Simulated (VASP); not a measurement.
Set up this calculation in VASP 6.6.1, as the native input.

```
Task                   : single point
Functional             : PBE
Dispersion             : D3(BJ)
Potentials or basis    : VASP PAW PBE potentials, release 64 (In_d, P)
Cutoff                 : 520 eV
k mesh                 : 8 × 8 × 8
Occupations            : fermi-dirac, width 0.05 eV
Spin                   : no spin polarisation
Dipole correction      : no
Further INCAR settings : ALGO = Normal; EDIFF = 1e-06; NBANDS = 16
```

The structure of InP lies in POSCAR:

```
InP
1.0
    0.0000000000      2.9467981685      2.9467981685
    2.9467981685      0.0000000000      2.9467981685
    2.9467981685      2.9467981685      0.0000000000
In P
1 1
Direct
    0.0000000000      0.0000000000      0.0000000000
    0.7500000000      0.7500000000      0.7500000000
```

These files were run (other wordings do the same):

INCAR

```
SYSTEM = InP
  PREC = Accurate
  ENCUT = 520
  EDIFF = 1E-6
  ISMEAR = -1
  SIGMA = 0.05
  LREAL = .FALSE.
  LASPH = .TRUE.
  NELM = 80
  ALGO = Normal
  ISIF = 2
  LWAVE = .FALSE.
  LCHARG = .TRUE.
  GGA = PE
  IVDW = 12
  LELF = .TRUE.
  LVHAR = .TRUE.
  NBANDS = 16
```

KPOINTS

```
regular mesh
0
G
  8 8 8
  0 0 0
```

Potentials or basis: VASP PAW PBE potentials, release 64 (In_d, P).

Run with:

```bash
$ cat potpaw_PBE.64/In_d/POTCAR potpaw_PBE.64/P/POTCAR > POTCAR
$ mpirun -np 1 vasp_std > vasp.out
```

Results of the run:

```
Pressure                   : -0.1 GPa
Band gap on the k mesh     : 0.62 eV, direct
Dispersion energy per atom : -0.308 eV
```

Caveat: spin-orbit coupling is left out, which moves the levels of the heavy elements.

It took 15 s on 1 thread of Intel(R) Xeon(R) 6975P-C (Granite Rapids), with other jobs on the host, peak memory 0.18 GiB.
